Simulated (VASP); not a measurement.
# Ni (P6_3/mmc) in VASP: single point with PBE

Aim: the single point of Ni with PBE.

All numbers are computed with VASP 6.6.1; they aren't measurements. Logs are shortened: lines on timing, memory, paths and dates and some standing lists are left out, and cuts for length are marked.

**1. The cell of the first run**

Symmetry: P6_3/mmc, No. 194, hexagonal system. The conventional cell has a = 2.484 Å, b = 2.484 Å, c = 4.086 Å, α = 90.00°, β = 90.00°, γ = 120.00°. Ni (site symmetry -6m2) has 12 Ni at 2.48 to 2.50 Å within 3.3 Å.

This isn't the form of Ni at room conditions, which is fcc.

**2. Single point, PBE, collinear spin, ferromagnetic start**

File INCAR:

```
SYSTEM = Ni
PREC = Accurate
ENCUT = 520
EDIFF = 1E-7
ISMEAR = 0
SIGMA = 0.1
LREAL = .False.
LASPH = .True.
NELM = 150
ALGO = Normal
ISIF = 2
LWAVE = .False.
LCHARG = .False.
ISPIN = 2
MAGMOM = 0.81 0.81
LORBIT = 11
LMAXMIX = 4
GGA = PE
NBANDS = 21
```

File KPOINTS:

```
Automatic mesh
0
Gamma
  27 27 14
  0 0 0
```

File POSCAR:

```
Ni
1.0
    2.4840810801      0.0000000000      0.0000000000
   -1.2420405400      2.1512773204      0.0000000000
    0.0000000000      0.0000000000      4.0858164921
Ni
2
Direct
    0.3333333333      0.6666666667      0.7500000000
    0.6666666667      0.3333333333      0.2500000000
```

Potentials or basis: VASP PAW PBE potentials, release 64 (Ni).

Started as:

```
> cat potpaw_PBE.64/Ni/POTCAR > POTCAR
> mpirun -np 1 vasp_std > vasp.out
```

OUTCAR:

```text
SYSTEM = Ni
   PREC = Accurate
   ENCUT = 520
   EDIFF = 1E-7
   ISMEAR = 0
   LREAL = .False.
   LASPH = .True.
   NELM = 150
   ISIF = 2
   ISPIN = 2
   LORBIT = 11
   GGA = PE

 ion  position               nearest neighbor table
   1  0.333  0.667  0.750-   2 2.50   2 2.50   2 2.50   2 2.50   2 2.50   2 2.50
   2  0.667  0.333  0.250-   1 2.50   1 2.50   1 2.50   1 2.50   1 2.50   1 2.50

  LATTYP: Found a hexagonal cell.
 ALAT       =     2.4840810801
 C/A-ratio  =     1.6447999724

  Lattice vectors:

 A1 = (   2.4840810801,   0.0000000000,   0.0000000000)
 A2 = (  -1.2420405400,   2.1512773204,   0.0000000000)
 A3 = (   0.0000000000,   0.0000000000,   4.0858164921)

Analysis of symmetry for initial positions (statically):
=====================================================================
 Subroutine PRICEL returns:
 Original cell was already a primitive cell.

 Routine SETGRP: Setting up the symmetry group for a
 hexagonal supercell.

 Subroutine GETGRP returns: Found 24 space group operations
 (whereof 12 operations were pure point group operations)
 out of a pool of 24 trial point group operations.

The static configuration has the point symmetry D_3d.
 The point group associated with its full space group is D_6h.

Analysis of symmetry for dynamics (positions and initial velocities):
=====================================================================
 Subroutine PRICEL returns:
 Original cell was already a primitive cell.

 Routine SETGRP: Setting up the symmetry group for a
 hexagonal supercell.

 Subroutine GETGRP returns: Found 24 space group operations
 (whereof 12 operations were pure point group operations)
 out of a pool of 24 trial point group operations.

The dynamic configuration has the point symmetry D_3d.
 The point group associated with its full space group is D_6h.

Analysis of structural, dynamic, and magnetic symmetry:
=====================================================================
 Subroutine PRICEL returns:
 Original cell was already a primitive cell.

 Routine SETGRP: Setting up the symmetry group for a
 hexagonal supercell.

 Subroutine GETGRP returns: Found 24 space group operations
 (whereof 12 operations were pure point group operations)
 out of a pool of 24 trial point group operations.

The overall configuration has the point symmetry D_3d.
 The point group associated with its full space group is D_6h.

 Subroutine INISYM returns: Found 24 space group operations
 (whereof 12 operations are pure point group operations),
 and found     1 'primitive' translations

----------------------------------------------------------------------------------------

                                     Primitive cell

  volume of cell :      21.8344

  direct lattice vectors                    reciprocal lattice vectors
     2.484081080  0.000000000  0.000000000     0.402563349  0.232420058  0.000000000
    -1.242040540  2.151277320  0.000000000     0.000000000  0.464840116  0.000000000
     0.000000000  0.000000000  4.085816492     0.000000000  0.000000000  0.244749122

  length of vectors
     2.484081080  2.484081080  4.085816492     0.464840116  0.464840116  0.244749122

  position of ions in fractional coordinates (direct lattice)
     0.333333333  0.666666667  0.750000000
     0.666666667  0.333333333  0.250000000

  ion indices of the primitive-cell ions
   primitive index   ion index
                 1           1
                 2           2

----------------------------------------------------------------------------------------

 KPOINTS: Automatic mesh

Automatic generation of k-mesh.
 Grid dimensions read from file:
 generate k-points for:   27   27   14

 Generating k-lattice:

  Cartesian coordinates                     Fractional coordinates (reciprocal lattice)
     0.014909754  0.008608150  0.000000000     0.037037037  0.000000000  0.000000000
     0.000000000  0.017216301  0.000000000     0.000000000  0.037037037  0.000000000
     0.000000000  0.000000000  0.017482080     0.000000000  0.000000000  0.071428571

  Length of vectors
     0.017216301  0.017216301  0.017482080

  Shift w.r.t. Gamma in fractional coordinates (k-lattice)
     0.000000000  0.000000000  0.000000000

 Subroutine IBZKPT returns following result:
 ===========================================

 Found    600 irreducible k-points:

 Following reciprocal coordinates:
            Coordinates               Weight
  0.000000  0.000000  0.000000      1.000000
  0.037037  0.000000  0.000000      6.000000
  0.074074  0.000000  0.000000      6.000000
  0.111111  0.000000  0.000000      6.000000
  0.148148  0.000000  0.000000      6.000000
  0.185185  0.000000  0.000000      6.000000
[... 16 lines left out ...]
  0.333333  0.037037  0.000000     12.000000
  0.370370  0.037037  0.000000     12.000000
 [... further k-points ...]
   k-points           NKPTS =    600   k-points in BZ     NKDIM =    600   number of bands    NBANDS=     21
   number of dos      NEDOS =    301   number of ions     NIONS =      2
   total plane-waves  NPLWV =   9720
   dimension x,y,z NGX =    18 NGY =   18 NGZ =   30
   dimension x,y,z NGXF=    36 NGYF=   36 NGZF=   60
   ions per type =               2
   NGX,Y,Z   is equivalent  to a cutoff of  12.05, 12.05, 12.21 a.u.
   NGXF,Y,Z  is equivalent  to a cutoff of  24.09, 24.09, 24.41 a.u.
 SYSTEM =  Ni
   PREC   = accura    normal or accurate (medium, high low for compatibility)
   ISTART =      0    job   : 0-new  1-cont  2-samecut
   ICHARG =      2    charge: 1-file 2-atom 10-const
   ISPIN  =      2    spin polarized calculation?
   LNONCOLLINEAR =      F non collinear calculations
   LSORBIT =      F    spin-orbit coupling
   LASPH  =      T    aspherical Exc in radial PAW
   ENCUT  =  520.0 eV  38.22 Ry    6.18 a.u.   4.62  4.62  7.60*2*pi/ulx,y,z
   NELM   =    150;   NELMIN=  2; NELMDL= -5     # of ELM steps
   EDIFF  = 0.1E-06   stopping-criterion for ELM
   LREAL  =      F    real-space projection
   EDIFFG = 0.1E-05   stopping-criterion for IOM
   NSW    =      0    number of steps for IOM
   IBRION =     -1    ionic relax: 0-MD 1-quasi-New 2-CG
   NFREE  =      0    steps in history (QN), initial steepest desc. (CG)
   ISIF   =      2    stress and relaxation
   ISYM   =      2    0-nonsym 1-usesym 2-fastsym
   POTIM  = 0.5000    time-step for ionic-motion
   TEBEG  =    0.0;   TEEND  =   0.0 temperature during run
   PSTRESS=    0.0 pullay stress
   NELECT =      20.0000    total number of electrons
   NUPDOWN=      -1.0000    fix difference up-down
   EMIN   =  10.00;   EMAX   =-10.00  energy-range for DOS
   EFERMI =   0.00;   METHOD = LEGACY
   ISMEAR =     0;   SIGMA  =   0.10  broadening in eV -4-tet -1-fermi 0-gaus
   EFERMI_NEDOS =   21; number of points for ismear=-14 and -15
   IALGO  =     38    algorithm
   IMIX   =      4    mixing-type and parameters
     AMIX     =   0.40;   BMIX     =  1.00
     AMIX_MAG =   1.60;   BMIX_MAG =  1.00
  volume/ion in A,a.u.               =      10.92        73.67
  Fermi-wavevector in a.u.,A,eV,Ry     =   1.589905  3.004485 34.392775  2.527798
  Thomas-Fermi vector in A             =   2.688682
   LORBIT       =     11    0 simple, 1 ext, 2 COOP (PROOUT), +10 PAW based schemes
   GGA     = PE    functional components
   LHFCALC =     F    Hartree Fock is set to
   AEXX    =    0.0000 exact exchange contribution
   IVDW    =     0    specifies the selected vdW correction
   LEPSILON=     F    determine dielectric tensor
   LRPA    =     F    only Hartree local field effects (RPA)
 spin polarized calculation
 Gauss-broadening in eV      SIGMA  =   0.10
  energy-cutoff  :      520.00
  volume of cell :       21.83
 maximum number of plane-waves:       603
   NGX =  9   NGY =  9   NGZ = 15

 number of electron      20.0000015 magnetization       1.2456621

 Free energy of the ion-electron system (eV)
  ---------------------------------------------------
  ext. energy  EPLUGINS =         0.00000000
  ---------------------------------------------------
  free energy    TOTEN  =       -10.89841144 eV

  energy without entropy =      -10.87573040  energy(sigma->0) =      -10.88707092

 E-fermi :   9.3526     XC(G=0): -13.2338

 val. band max:        9.3515389401   @ k =   0.0741   0.0370   0.1429
 cond. band min:       9.3526329942   @ k =   0.1481   0.1481   0.2857
 fundamental gap:      0.0010940541
 Fermi energy:         9.3526307117

 spin component 1

 k-point     1 :       0.0000    0.0000    0.0000
  band No.  band energies     occupation
      1       0.3408      1.00000
      2       4.5257      1.00000
      3       6.9122      1.00000
      4       7.0199      1.00000
      5       7.0199      1.00000
      6       7.2812      1.00000
[... 13 lines left out ...]
     20      35.3041      0.00000
     21      39.8023      0.00000
[... 529 lines left out ...]
 k-point    24 :       0.3704    0.0370    0.0000
  band No.  band energies     occupation
      1       4.3428      1.00000
      2       5.2306      1.00000
      3       5.4826      1.00000
      4       6.5933      1.00000
      5       7.0210      1.00000
      6       7.1526      1.00000
[... 13 lines left out ...]
     20      34.1884      0.00000
     21      37.4531      0.00000

 [... further k-points ...]

 spin component 2

 k-point     1 :       0.0000    0.0000    0.0000
  band No.  band energies     occupation
      1       0.3078      1.00000
      2       4.9198      1.00000
      3       7.6106      1.00000
      4       7.6866      1.00000
      5       7.6866      1.00000
      6       7.9664      1.00000
[... 13 lines left out ...]
     20      35.3831      0.00000
     21      39.8673      0.00000
[... 529 lines left out ...]
 k-point    24 :       0.3704    0.0370    0.0000
  band No.  band energies     occupation
      1       4.4988      1.00000
      2       5.7558      1.00000
      3       5.9428      1.00000
      4       7.0037      1.00000
      5       7.6351      1.00000
      6       7.7404      1.00000
[... 13 lines left out ...]
     20      34.2797      0.00000
     21      37.4766      0.00000

 [... further k-points ...]
[... 5 lines left out ...]
  --------------------------------------------------------------------------------------
  -------------------------------------------------------------------------------------
  Total       -0.0026648     -0.0026648     -0.0040795     -0.0000000     -0.0000000      0.0000000
  in kB       -0.1955403     -0.1955403     -0.2993493     -0.0000000     -0.0000000      0.0000000
  external PRESSURE =      -0.2301433 kB  Pullay stress =       0.0000000 kB

 VOLUME and BASIS-vectors are now :
 -----------------------------------------------------------------------------
  energy-cutoff  :      520.00
  volume of cell :       21.83
      direct lattice vectors                 reciprocal lattice vectors
     2.484081080  0.000000000  0.000000000     0.402563349  0.232420058  0.000000000
    -1.242040540  2.151277320  0.000000000     0.000000000  0.464840116  0.000000000
     0.000000000  0.000000000  4.085816492     0.000000000  0.000000000  0.244749122

 POSITION                                       TOTAL-FORCE (eV/Angst)
 -----------------------------------------------------------------------------------
     -0.00000      1.43418      3.06436        -0.000000      0.000000     -0.000000
      1.24204      0.71709      1.02145         0.000000      0.000000      0.000000
 -----------------------------------------------------------------------------------
    total drift:                               -0.000000      0.000000     -0.000000

  FREE ENERGIE OF THE ION-ELECTRON SYSTEM (eV)
  ---------------------------------------------------
  free  energy   TOTEN  =       -10.8984114351 eV

  energy  without entropy=      -10.8757304006  energy(sigma->0) =      -10.88707092

 total charge

# of ion       s       p       d       tot
------------------------------------------
    1        0.495   0.493   8.317   9.305
    2        0.495   0.493   8.317   9.305
--------------------------------------------------
tot          0.990   0.987  16.633  18.610

 magnetization (x)

# of ion       s       p       d       tot
------------------------------------------
    1       -0.005  -0.025   0.665   0.635
    2       -0.005  -0.025   0.665   0.635
--------------------------------------------------
tot         -0.010  -0.049   1.329   1.270
```

Run time: 8 min. Hardware: 1 thread of Intel Xeon 8259CL, shared host; peak memory 0.44 GiB.

Results:

| Quantity | Value |
| --- | --- |
| Free energy | -10.8984 eV |
| Pressure | 0.0 GPa |
| Net moment | 1.25 μB per cell |
| Site moments | Ni +0.64 μB |
| Valence electrons inside the program's atomic spheres | Ni 9.30 |
